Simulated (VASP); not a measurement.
Zn:

```xyz
2
Lattice="2.7224 0.0000 0.0000 -1.3612 2.3576 0.0000 0.0000 0.0000 5.0634" Properties=species:S:1:pos:R:3 pbc="T T T"
Zn    1.3612    0.7859    3.7975
Zn    0.0000    1.5718    1.2658
```

Base run:

* Program: VASP 6.6.1
* Functional: LDA
* Potentials or basis: VASP PAW LDA potentials, release 64 (Zn)
* Cutoff: 520 eV
* k mesh: 11 × 11 × 6
* Occupations: fermi-dirac, width 0.05 eV
* Spin: no spin polarisation

Its results: band gap on the k mesh zero (band 12 reaches 4.10 eV, above the bottom of band 13 at -0.75 eV); pressure -11.2 GPa.

**Question.** The run is repeated on the same cell with these changes: functional from LDA to PBE; potentials or basis from VASP PAW LDA potentials, release 64 (Zn) to VASP PAW PBE potentials, release 64 (Zn). What comes out?

**Answer.** Band gap on the k mesh zero (band 12 reaches 4.34 eV, above the bottom of band 13 at -0.45 eV); pressure -3.8 GPa.
